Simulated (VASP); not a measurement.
# Al5Rh (P6/mmm) in VASP: further runs, part 2 of 2

VASP 6.6.1.

## 3. Single point, PBE, collinear spin, ferromagnetic start

This run uses another cell than the first one, of 28.82 Å³/atom.

The input, INCAR:

```
SYSTEM = Al5Rh
PREC = Accurate ; ENCUT = 520
EDIFF = 1E-7 ; ISMEAR = 0
SIGMA = 0.1 ; LREAL = .FALSE.
LASPH = .TRUE. ; NELM = 150
ALGO = Fast ; ISIF = 2
LWAVE = .FALSE. ; LCHARG = .FALSE.
ISPIN = 2 ; MAGMOM = 0 0 0 0 0 1
LORBIT = 11 ; LMAXMIX = 4
GGA = PE ; NBANDS = 28
```

The input, KPOINTS:

```
regular mesh
0
G
  6 6 4
  0 0 0
```

The input, POSCAR:

```
Al5Rh
1.0
    5.1838017450      0.0000000000      0.0000000000
   -2.5919008725      4.4893039994      0.0000000000
    0.0000000000      0.0000000000      7.4302982197
Al Rh
5 1
Direct
    0.0000000000      0.0000000000      0.1848763469
    0.0000000000      0.0000000000      0.8151236531
    0.5000000000      0.0000000000      0.0000000000
    0.0000000000      0.5000000000      0.0000000000
    0.5000000000      0.5000000000      0.0000000000
    0.0000000000      0.0000000000      0.5000000000
```

Potentials or basis: VASP PAW PBE potentials, release 64 (Al, Rh_pv).

Started as:

```console
> cat potpaw_PBE.64/Al/POTCAR potpaw_PBE.64/Rh_pv/POTCAR > POTCAR
> mpirun -np 1 vasp_std > vasp.out
```

OUTCAR:

```text
SYSTEM = Al5Rh
   PREC = Accurate
   ENCUT = 520
   EDIFF = 1E-7
   ISMEAR = 0
   LREAL = .FALSE.
   LASPH = .TRUE.
   NELM = 150
   ISIF = 2
   ISPIN = 2
   LORBIT = 11
   GGA = PE

 ion  position               nearest neighbor table
   1  0.000  0.000  0.185-   6 2.34   2 2.75   3 2.93   3 2.93   4 2.93   4 2.93   5 2.93   5 2.93

   2  0.000  0.000  0.815-   6 2.34   1 2.75   3 2.93   3 2.93   4 2.93   4 2.93   5 2.93   5 2.93

   3  0.500  0.000  0.000-   4 2.59   5 2.59   5 2.59   4 2.59   1 2.93   1 2.93   2 2.93   2 2.93

   4  0.000  0.500  0.000-   5 2.59   5 2.59   3 2.59   3 2.59   1 2.93   2 2.93   1 2.93   2 2.93

   5  0.500  0.500  0.000-   4 2.59   4 2.59   3 2.59   3 2.59   1 2.93   2 2.93   1 2.93   2 2.93

   6  0.000  0.000  0.500-   1 2.34   2 2.34

  LATTYP: Found a hexagonal cell.
 ALAT       =     5.1838017450
 C/A-ratio  =     1.4333685170

  Lattice vectors:

 A1 = (   5.1838017450,   0.0000000000,   0.0000000000)
 A2 = (  -2.5919008725,   4.4893039994,   0.0000000000)
 A3 = (   0.0000000000,   0.0000000000,   7.4302982197)

Analysis of symmetry for initial positions (statically):
=====================================================================
 Subroutine PRICEL returns:
 Original cell was already a primitive cell.

 Routine SETGRP: Setting up the symmetry group for a
 hexagonal supercell.

 Subroutine GETGRP returns: Found 24 space group operations
 (whereof 24 operations were pure point group operations)
 out of a pool of 24 trial point group operations.

The static configuration has the point symmetry D_6h.

Analysis of symmetry for dynamics (positions and initial velocities):
=====================================================================
 Subroutine PRICEL returns:
 Original cell was already a primitive cell.

 Routine SETGRP: Setting up the symmetry group for a
 hexagonal supercell.

 Subroutine GETGRP returns: Found 24 space group operations
 (whereof 24 operations were pure point group operations)
 out of a pool of 24 trial point group operations.

The dynamic configuration has the point symmetry D_6h.

Analysis of structural, dynamic, and magnetic symmetry:
=====================================================================
 Subroutine PRICEL returns:
 Original cell was already a primitive cell.

 Routine SETGRP: Setting up the symmetry group for a
 hexagonal supercell.

 Subroutine GETGRP returns: Found 24 space group operations
 (whereof 24 operations were pure point group operations)
 out of a pool of 24 trial point group operations.

The overall configuration has the point symmetry D_6h.

 Subroutine INISYM returns: Found 24 space group operations
 (whereof 24 operations are pure point group operations),
 and found     1 'primitive' translations

----------------------------------------------------------------------------------------

                                     Primitive cell

  volume of cell :     172.9154

  direct lattice vectors                    reciprocal lattice vectors
     5.183801745  0.000000000  0.000000000     0.192908612  0.111375839  0.000000000
    -2.591900873  4.489303999  0.000000000     0.000000000  0.222751678  0.000000000
[... 95 lines left out ...]
   ISIF   =      2    stress and relaxation
   ISYM   =      2    0-nonsym 1-usesym 2-fastsym
   POTIM  = 0.5000    time-step for ionic-motion
   TEBEG  =    0.0;   TEEND  =   0.0 temperature during run
   PSTRESS=    0.0 pullay stress
   NELECT =      30.0000    total number of electrons
   NUPDOWN=      -1.0000    fix difference up-down
   EMIN   =  10.00;   EMAX   =-10.00  energy-range for DOS
   EFERMI =   0.00;   METHOD = LEGACY
   ISMEAR =     0;   SIGMA  =   0.10  broadening in eV -4-tet -1-fermi 0-gaus
   EFERMI_NEDOS =   21; number of points for ismear=-14 and -15
   IALGO  =     68    algorithm
   IMIX   =      4    mixing-type and parameters
     AMIX     =   0.40;   BMIX     =  1.00
     AMIX_MAG =   1.60;   BMIX_MAG =  1.00
  volume/ion in A,a.u.               =      28.82       194.48
  Fermi-wavevector in a.u.,A,eV,Ry     =   0.913070  1.725452 11.343132  0.833697
  Thomas-Fermi vector in A             =   2.037539
   LORBIT       =     11    0 simple, 1 ext, 2 COOP (PROOUT), +10 PAW based schemes
   GGA     = PE    functional components
   LHFCALC =     F    Hartree Fock is set to
   AEXX    =    0.0000 exact exchange contribution
   IVDW    =     0    specifies the selected vdW correction
   LEPSILON=     F    determine dielectric tensor
   LRPA    =     F    only Hartree local field effects (RPA)
 spin polarized calculation
 RMM-DIIS sequential band-by-band and
 Gauss-broadening in eV      SIGMA  =   0.10
  energy-cutoff  :      520.00
  volume of cell :      172.92
 maximum number of plane-waves:      4720
 NGX is ok and might be reduce to    40
   NGX = 19   NGY = 19   NGZ = 27

 number of electron      29.9999990 magnetization       1.1500381

 Free energy of the ion-electron system (eV)
  ---------------------------------------------------
  ext. energy  EPLUGINS =         0.00000000
  ---------------------------------------------------
  free energy    TOTEN  =       -20.74545227 eV

  energy without entropy =      -20.69538528  energy(sigma->0) =      -20.72041878

 E-fermi :   2.6128     XC(G=0):  -7.8262

 val. band max:        2.6104670792   @ k =   0.3333   0.1667   0.5000
 cond. band min:       2.6153524109   @ k =   0.5000   0.0000   0.0000
 fundamental gap:      0.0048853317
 Fermi energy:         2.6127819537

 spin component 1

 k-point     1 :       0.0000    0.0000    0.0000
  band No.  band energies     occupation
      1     -42.8349      1.00000
      2     -42.5216      1.00000
      3     -42.5216      1.00000
      4      -6.9268      1.00000
      5      -1.7723      1.00000
      6      -1.2985      1.00000
[... 619 lines left out ...]
     26       8.5365      0.00000
     27       8.6400      0.00000
 Fermi energy:         2.6127819537

 spin component 2

 k-point     1 :       0.0000    0.0000    0.0000
  band No.  band energies     occupation
      1     -42.3266      1.00000
      2     -41.8761      1.00000
      3     -41.8761      1.00000
      4      -6.9175      1.00000
      5      -1.7489      1.00000
      6      -1.1350      1.00000
[... 619 lines left out ...]
     26       8.5386      0.00000
     27       8.6641      0.00000
 [bands above 27 left out]

------------------------ aborting loop because EDIFF is reached ----------------------------------------

  FORCE on cell =-STRESS in cart. coord.  units (eV):
  Direction    XX          YY          ZZ          XY          YZ          ZX
  --------------------------------------------------------------------------------------
  -------------------------------------------------------------------------------------
  Total        0.0009432      0.0009432      0.7155247      0.0000000      0.0000000      0.0000000
  in kB        0.0087397      0.0087397      6.6298172      0.0000000      0.0000000      0.0000000
  external PRESSURE =       2.2157656 kB  Pullay stress =       0.0000000 kB

 VOLUME and BASIS-vectors are now :
 -----------------------------------------------------------------------------
  energy-cutoff  :      520.00
  volume of cell :      172.92
      direct lattice vectors                 reciprocal lattice vectors
     5.183801745  0.000000000  0.000000000     0.192908612  0.111375839  0.000000000
    -2.591900873  4.489303999  0.000000000     0.000000000  0.222751678  0.000000000
     0.000000000  0.000000000  7.430298220     0.000000000  0.000000000  0.134584100

 POSITION                                       TOTAL-FORCE (eV/Angst)
 -----------------------------------------------------------------------------------
      0.00000      0.00000      1.37369         0.000000      0.000000     -0.045570
      0.00000      0.00000      6.05661        -0.000000      0.000000      0.045570
      2.59190      0.00000      0.00000        -0.000000     -0.000000      0.000000
     -1.29595      2.24465      0.00000        -0.000000     -0.000000      0.000000
      1.29595      2.24465      0.00000        -0.000000     -0.000000      0.000000
      0.00000      0.00000      3.71515        -0.000000     -0.000000      0.000000
 -----------------------------------------------------------------------------------
    total drift:                               -0.000000     -0.000000      0.000000

  FREE ENERGIE OF THE ION-ELECTRON SYSTEM (eV)
  ---------------------------------------------------
  free  energy   TOTEN  =       -20.7454522723 eV

  energy  without entropy=      -20.6953852805  energy(sigma->0) =      -20.72041878

 total charge

# of ion       s       p       d       tot
------------------------------------------
    1        0.481   0.307   0.000   0.788
    2        0.481   0.307   0.000   0.788
    3        0.451   0.346   0.000   0.797
    4        0.451   0.346   0.000   0.797
    5        0.451   0.346   0.000   0.797
    6        0.302   6.066   7.393  13.760
--------------------------------------------------
tot          2.615   7.718   7.393  17.726

 magnetization (x)

# of ion       s       p       d       tot
------------------------------------------
    1        0.003   0.004   0.000   0.007
    2        0.003   0.004   0.000   0.007
    3        0.000   0.001   0.000   0.001
    4        0.000   0.001   0.000   0.001
    5        0.000   0.001   0.000   0.001
    6        0.077   0.009   0.789   0.875
--------------------------------------------------
tot          0.084   0.019   0.789   0.892
```

Wall time 8.5 min (1 thread of Intel Xeon 8259CL, shared host); peak memory 0.43 GiB.

What came out:

| Quantity | Value |
| --- | --- |
| Free energy | -20.7455 eV |
| Pressure | 0.2 GPa |
| Largest force | 0.046 eV/Å |
| Net moment | 1.15 μB per cell |
| Site moments | Al +0.01, +0.00 (each value once); Rh +0.88 μB |
| Valence electrons inside the program's atomic spheres | Al 0.79, 0.80 (each value once); Rh 13.76 |

Forces in eV/Å, atoms in the order of the input:
```
Al   0.000  0.000 -0.046
Al   0.000  0.000  0.046
Al   0.000  0.000  0.000
Al   0.000  0.000  0.000
Al   0.000  0.000  0.000
Rh   0.000  0.000  0.000
```

Stress tensor (GPa, compression positive):
```
0.00 0.00 0.00
0.00 0.00 0.00
0.00 0.00 0.66
```
